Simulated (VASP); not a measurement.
The system is Ta2Si2Ge.

```
Ta Si Ge
1.0
     3.62457    0.00000    0.00000
    -1.81228    3.13897    0.00000
     0.00000    0.00000    7.51905
Ta Si Ge
2 2 1
Direct
  0.33333 0.66667 0.23754
  0.33333 0.66667 0.76246
  0.66667 0.33333 0.34781
  0.66667 0.33333 0.65219
  0.33333 0.66667 0.00000
```

* Program: VASP 6.6.1
* Task: relaxation of cell and atoms
* Functional: PBE
* Potentials or basis: VASP PAW PBE potentials, release 64 (Ta_pv, Si, Ge_d)
* Cutoff: 600 eV
* k mesh: 6 × 6 × 2
* Occupations: gaussian, width 0.1 eV
* Spin: no spin polarisation

At the start: pressure 101.1 GPa; volume 17.11 Å³/atom.

Problem. How do energy, volume and symmetry change on relaxing?

Solution. Over 46 steps the energy falls by 3560.1 meV/atom and the volume is 24.79 Å³/atom (+44.9 %); space group P-6m2 (No. 187, to 0.05 Å).

The path:
```
step  energy change (eV)  largest force (eV/Å)  pressure (GPa)  volume (Å³)
   1              0.0000               26.6768          101.12        85.55
   3            -10.9791                0.6323           13.71       146.72
   5            -13.5783                1.7006           -4.99       183.26
   7            -14.7536                1.8134           -3.87       168.43
   9            -15.4484                3.8102            6.64       131.80
  11            -16.0366                2.9733           10.28       120.36
  13            -16.0112                3.0591           12.48       117.20
  15            -16.5516                2.3896           12.97       113.97
  17            -17.1339                1.4881            5.53       121.90
  19            -17.3657                0.8748           -1.20       131.51
  21            -17.4273                0.9297           -0.81       130.80
  23            -17.5460                0.8711           -0.86       131.01
  25            -17.6532                1.1775            0.17       128.18
  27            -17.7173                0.3018           -0.15       128.03
  29            -17.7378                0.2961            0.04       127.54
  31            -17.7643                0.1858           -0.22       127.27
  33            -17.7801                0.1184           -0.09       126.39
  35            -17.7917                0.1830            0.46       124.68
  37            -17.7956                0.0256           -0.08       125.25
  39            -17.7966                0.0677           -0.30       125.28
  41            -17.7977                0.0507            0.12       124.33
  43            -17.7987                0.0421            0.40       123.66
  45            -17.8001                0.0304           -0.09       124.00
  46            -17.8007                0.0256           -0.15       123.97
```

Final structure:
```yaml
crystal:
  lattice:
    - [4.31598, 0.00000, 0.00000]
    - [-2.15799, 3.73775, 0.00000]
    - [0.00000, 0.00000, 7.68448]
  atoms:
    - { symbol: Ta, position: [0.33333, 0.66667, 0.32688] }
    - { symbol: Ta, position: [0.33333, 0.66667, 0.67312] }
    - { symbol: Si, position: [0.66667, 0.33333, 0.27234] }
    - { symbol: Si, position: [0.66667, 0.33333, 0.72766] }
    - { symbol: Ge, position: [0.33333, 0.66667, 0.00000] }
```

Caveat: the k points lie up to 0.41 Å⁻¹ apart in the final cell; the volume moved by over 15 % at a fixed basis, so the end points are rough.
